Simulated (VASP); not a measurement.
# Sr (Fm-3m) in VASP: notebook, part 3 of 3

VASP 6.6.1.

## Step 4: Single point, PBEsol

This run uses another cell than the first one, of 51.86 Å³/atom, 1.526 times its volume.

Contents of INCAR:

```
SYSTEM = Sr
  PREC = Accurate
  ENCUT = 520
  EDIFF = 1E-6
  ISMEAR = -1
  SIGMA = 0.05
  LREAL = .False.
  LASPH = .True.
  NELM = 100
  ALGO = Normal
  ISIF = 2
  LWAVE = .False.
  LCHARG = .False.
  GGA = PS
  NBANDS = 11
```

Contents of KPOINTS:

```
regular mesh
0
Gamma
  8 8 8
  0 0 0
```

Contents of POSCAR:

```
Sr
1.0
    0.0000000000      2.9598695323      2.9598695323
    2.9598695323      0.0000000000      2.9598695323
    2.9598695323      2.9598695323      0.0000000000
Sr
1
Direct
    0.0000000000      0.0000000000      0.0000000000
```

Potentials or basis: VASP PAW PBE potentials, release 64 (Sr_sv).

Started as:

```console
> cat potpaw_PBE.64/Sr_sv/POTCAR > POTCAR
> mpirun -np 1 vasp_std > vasp.out
```

OUTCAR:

```text
SYSTEM = Sr
   PREC = Accurate
   ENCUT = 520
   EDIFF = 1E-6
   ISMEAR = -1
   LREAL = .False.
   LASPH = .True.
   NELM = 100
   ISIF = 2
   GGA = PS

 ion  position               nearest neighbor table
   1  0.000  0.000  0.000-

  LATTYP: Found a face centered cubic cell.
 ALAT       =     5.9197390646

  Lattice vectors:

 A1 = (   0.0000000000,   2.9598695323,   2.9598695323)
 A2 = (   2.9598695323,   0.0000000000,   2.9598695323)
 A3 = (   2.9598695323,   2.9598695323,   0.0000000000)

Analysis of symmetry for initial positions (statically):
=====================================================================
 Subroutine PRICEL returns:
 Original cell was already a primitive cell.

 Routine SETGRP: Setting up the symmetry group for a
 face centered cubic supercell.

 Subroutine GETGRP returns: Found 48 space group operations
 (whereof 48 operations were pure point group operations)
 out of a pool of 48 trial point group operations.

The static configuration has the point symmetry O_h .

Analysis of symmetry for dynamics (positions and initial velocities):
=====================================================================
 Subroutine PRICEL returns:
 Original cell was already a primitive cell.

 Routine SETGRP: Setting up the symmetry group for a
 face centered cubic supercell.

 Subroutine GETGRP returns: Found 48 space group operations
 (whereof 48 operations were pure point group operations)
 out of a pool of 48 trial point group operations.

The dynamic configuration has the point symmetry O_h .

 Subroutine INISYM returns: Found 48 space group operations
 (whereof 48 operations are pure point group operations),
 and found     1 'primitive' translations

----------------------------------------------------------------------------------------

                                     Primitive cell

  volume of cell :      51.8618

  direct lattice vectors                    reciprocal lattice vectors
     0.000000000  2.959869532  2.959869532    -0.168926365  0.168926365  0.168926365
     2.959869532  0.000000000  2.959869532     0.168926365 -0.168926365  0.168926365
     2.959869532  2.959869532  0.000000000     0.168926365  0.168926365 -0.168926365

  length of vectors
     4.185887635  4.185887635  4.185887635     0.292589046  0.292589046  0.292589046

  position of ions in fractional coordinates (direct lattice)
     0.000000000  0.000000000  0.000000000

  ion indices of the primitive-cell ions
   primitive index   ion index
                 1           1

----------------------------------------------------------------------------------------

 KPOINTS: regular mesh

Automatic generation of k-mesh.
 Grid dimensions read from file:
 generate k-points for:    8    8    8

 Generating k-lattice:

  Cartesian coordinates                     Fractional coordinates (reciprocal lattice)
    -0.021115796  0.021115796  0.021115796     0.125000000  0.000000000  0.000000000
     0.021115796 -0.021115796  0.021115796     0.000000000  0.125000000  0.000000000
     0.021115796  0.021115796 -0.021115796     0.000000000  0.000000000  0.125000000

  Length of vectors
     0.036573631  0.036573631  0.036573631

  Shift w.r.t. Gamma in fractional coordinates (k-lattice)
     0.000000000  0.000000000  0.000000000

 Subroutine IBZKPT returns following result:
 ===========================================

 Found     29 irreducible k-points:

 Following reciprocal coordinates:
            Coordinates               Weight
  0.000000  0.000000  0.000000      1.000000
  0.125000  0.000000  0.000000      8.000000
  0.250000  0.000000  0.000000      8.000000
  0.375000  0.000000  0.000000      8.000000
  0.500000  0.000000  0.000000      4.000000
  0.125000  0.125000  0.000000      6.000000
[... 16 lines left out ...]
  0.500000  0.250000  0.125000     48.000000
 -0.375000  0.250000  0.125000     24.000000
 [... further k-points ...]
   k-points           NKPTS =     29   k-points in BZ     NKDIM =     29   number of bands    NBANDS=     11
   number of dos      NEDOS =    301   number of ions     NIONS =      1
   total plane-waves  NPLWV =  32768
   dimension x,y,z NGX =    32 NGY =   32 NGZ =   32
   dimension x,y,z NGXF=    64 NGYF=   64 NGZF=   64
   ions per type =               1
   NGX,Y,Z   is equivalent  to a cutoff of  12.71, 12.71, 12.71 a.u.
   NGXF,Y,Z  is equivalent  to a cutoff of  25.42, 25.42, 25.42 a.u.
 SYSTEM =  Sr
   PREC   = accura    normal or accurate (medium, high low for compatibility)
   ISTART =      0    job   : 0-new  1-cont  2-samecut
   ICHARG =      2    charge: 1-file 2-atom 10-const
   ISPIN  =      1    spin polarized calculation?
   LNONCOLLINEAR =      F non collinear calculations
   LSORBIT =      F    spin-orbit coupling
   LASPH  =      T    aspherical Exc in radial PAW
   ENCUT  =  520.0 eV  38.22 Ry    6.18 a.u.   7.78  7.78  7.78*2*pi/ulx,y,z
   NELM   =    100;   NELMIN=  2; NELMDL= -5     # of ELM steps
   EDIFF  = 0.1E-05   stopping-criterion for ELM
   LREAL  =      F    real-space projection
   EDIFFG = 0.1E-04   stopping-criterion for IOM
   NSW    =      0    number of steps for IOM
   IBRION =     -1    ionic relax: 0-MD 1-quasi-New 2-CG
   NFREE  =      0    steps in history (QN), initial steepest desc. (CG)
   ISIF   =      2    stress and relaxation
   ISYM   =      2    0-nonsym 1-usesym 2-fastsym
   POTIM  = 0.5000    time-step for ionic-motion
   TEBEG  =    0.0;   TEEND  =   0.0 temperature during run
   PSTRESS=    0.0 pullay stress
   NELECT =      10.0000    total number of electrons
   NUPDOWN=      -1.0000    fix difference up-down
   EMIN   =  10.00;   EMAX   =-10.00  energy-range for DOS
   EFERMI =   0.00;   METHOD = LEGACY
   ISMEAR =    -1;   SIGMA  =   0.05  broadening in eV -4-tet -1-fermi 0-gaus
   EFERMI_NEDOS =   21; number of points for ismear=-14 and -15
   IALGO  =     38    algorithm
   IMIX   =      4    mixing-type and parameters
     AMIX     =   0.40;   BMIX     =  1.00
     AMIX_MAG =   1.60;   BMIX_MAG =  1.00
  volume/ion in A,a.u.               =      51.86       349.98
  Fermi-wavevector in a.u.,A,eV,Ry     =   0.945785  1.787274 12.170529  0.894509
  Thomas-Fermi vector in A             =   2.073720
   LORBIT       =      0    0 simple, 1 ext, 2 COOP (PROOUT), +10 PAW based schemes
   GGA     = PS    functional components
   LHFCALC =     F    Hartree Fock is set to
   AEXX    =    0.0000 exact exchange contribution
   IVDW    =     0    specifies the selected vdW correction
   LEPSILON=     F    determine dielectric tensor
   LRPA    =     F    only Hartree local field effects (RPA)
 non-spin polarized calculation
  energy-cutoff  :      520.00
  volume of cell :       51.86
 maximum number of plane-waves:      1411
   NGX = 15   NGY = 15   NGZ = 15

 number of electron      10.0000000 magnetization

 Free energy of the ion-electron system (eV)
  ---------------------------------------------------
  ext. energy  EPLUGINS =         0.00000000
  ---------------------------------------------------
  free energy    TOTEN  =        -1.84879350 eV

  energy without entropy =       -1.84255613  energy(sigma->0) =       -1.84567482

 E-fermi :   1.6901     XC(G=0):  -7.6155

 val. band max:        1.5660172905   @ k =  -0.3750   0.3750   0.0000
 cond. band min:       1.7311695342   @ k =  -0.2500   0.5000   0.2500
 fundamental gap:      0.1651522437
 Fermi energy:         1.6900506832

 k-point     1 :       0.0000    0.0000    0.0000
  band No.  band energies     occupation
      1     -34.7278      2.00000
      2     -16.6173      2.00000
      3     -16.6173      2.00000
      4     -16.6173      2.00000
      5      -2.0518      2.00000
      6       4.0905      0.00000
      7       4.0905      0.00000
      8       4.0905      0.00000
      9       5.6616      0.00000
     10       5.6616      0.00000
     11       8.9925      0.00000

 k-point     2 :       0.1250    0.0000    0.0000
  band No.  band energies     occupation
      1     -34.7250      2.00000
      2     -16.6543      2.00000
      3     -16.6222      2.00000
      4     -16.6222      2.00000
      5      -1.7874      2.00000
      6       3.7087      0.00000
      7       4.2048      0.00000
      8       4.2048      0.00000
      9       5.5172      0.00000
     10       5.5172      0.00000
     11       9.5891      0.00000
[... 295 lines left out ...]
 k-point    24 :      -0.3750    0.2500    0.1250
  band No.  band energies     occupation
      1     -34.7060      2.00000
      2     -16.8283      2.00000
      3     -16.7144      2.00000
      4     -16.6708      2.00000
      5       1.2340      1.99978
      6       1.7548      0.43032
      7       3.0533      0.00000
      8       4.4315      0.00000
      9       6.2373      0.00000
     10       7.0738      0.00000
     11       7.2497      0.00000

 [... further k-points ...]
[... 5 lines left out ...]
  --------------------------------------------------------------------------------------
  -------------------------------------------------------------------------------------
  Total        0.0021388      0.0021388      0.0021388      0.0000000      0.0000000     -0.0000000
  in kB        0.0660749      0.0660749      0.0660749      0.0000000      0.0000000     -0.0000000
  external PRESSURE =       0.0660749 kB  Pullay stress =       0.0000000 kB

 VOLUME and BASIS-vectors are now :
 -----------------------------------------------------------------------------
  energy-cutoff  :      520.00
  volume of cell :       51.86
      direct lattice vectors                 reciprocal lattice vectors
     0.000000000  2.959869532  2.959869532    -0.168926365  0.168926365  0.168926365
     2.959869532  0.000000000  2.959869532     0.168926365 -0.168926365  0.168926365
     2.959869532  2.959869532  0.000000000     0.168926365  0.168926365 -0.168926365

 POSITION                                       TOTAL-FORCE (eV/Angst)
 -----------------------------------------------------------------------------------
      0.00000      0.00000      0.00000         0.000000      0.000000      0.000000
 -----------------------------------------------------------------------------------
    total drift:                                0.000000      0.000000      0.000000

  FREE ENERGIE OF THE ION-ELECTRON SYSTEM (eV)
  ---------------------------------------------------
  free  energy   TOTEN  =        -1.8487935026 eV

  energy  without entropy=       -1.8425561338  energy(sigma->0) =       -1.84567482
```

OSZICAR:

```text
N       E                     dE             d eps       ncg     rms          rms(c)
DAV:   1     0.330788668820E+02    0.33079E+02   -0.46514E+03   638   0.773E+02
DAV:   2    -0.376826847694E+00   -0.33456E+02   -0.32816E+02   758   0.151E+02
DAV:   3    -0.178531456719E+01   -0.14085E+01   -0.13980E+01   885   0.228E+01
DAV:   4    -0.185307722565E+01   -0.67763E-01   -0.67649E-01   864   0.468E+00
DAV:   5    -0.185421640301E+01   -0.11392E-02   -0.11391E-02   922   0.484E-01    0.120E+01
DAV:   6    -0.185088565507E+01    0.33307E-02   -0.56865E-03   759   0.855E-01    0.680E+00
DAV:   7    -0.184881740570E+01    0.20682E-02   -0.11105E-02   930   0.112E+00    0.243E-01
DAV:   8    -0.184877241391E+01    0.44992E-04   -0.41832E-04   840   0.135E-01    0.543E-02
DAV:   9    -0.184879057588E+01   -0.18162E-04   -0.67487E-05   978   0.402E-02    0.201E-02
DAV:  10    -0.184879382350E+01   -0.32476E-05   -0.45575E-06   774   0.183E-02    0.133E-02
DAV:  11    -0.184879350256E+01    0.32094E-06   -0.30294E-07   442   0.445E-03
   1 F= -.18487935E+01 E0= -.18456748E+01  d E =-.623737E-02
```

stdout:

```text
POSCAR found type information on POSCAR Sr
 POSCAR found :  1 types and       1 ions
 scaLAPACK will be used
 -----------------------------------------------------------------------------
|                                                                             |
|                                                                             |
|     You enforced a specific xc type in the INCAR file but a different       |
|     I HOPE YOU KNOW WHAT YOU ARE DOING!                                     |
|                                                                             |
 -----------------------------------------------------------------------------

 LDA part: xc-table for (Slater+PW92), standard interpolation
 POSCAR, INCAR and KPOINTS ok, starting setup
 FFT: planning ... GRIDC
 FFT: planning ... GRID_SOFT
 FFT: planning ... GRID
 WAVECAR not read
 entering main loop
```

Wall time 6.5 s (1 thread of Intel Xeon 6975P-C (Granite Rapids), shared host); peak memory 0.17 GiB.

Results:

| Quantity | Value |
| --- | --- |
| Free energy | -1.8488 eV |
| Pressure | 0.0 GPa |

Caveat: the PAW data sets were made with another functional, which shifts forces and pressure a little.

## Step 5: Overview

| cell | gap on the mesh (eV) | pressure (GPa) |
| --- | --- | --- |
| a = 3.636 Å, angles 60.0°, 1 atom | none | 10.1 |
| a = 3.840 Å, angles 60.0°, 1 atom | 0.13 | 5.0 |
| a = 4.186 Å, angles 60.0°, 1 atom | - | 0.0 |

Alike in all rows: task single point; level PBEsol; potentials or basis VASP PAW PBE potentials, release 64 (Sr_sv); no spin polarisation; k mesh 8 × 8 × 8; cutoff (eV) 520; smearing fermi-dirac 0.05 eV.

Caveats: the PAW data sets were made with another functional, which shifts forces and pressure a little.

Total energies depend on the potentials used, so only differences within one code and one set of settings carry meaning.
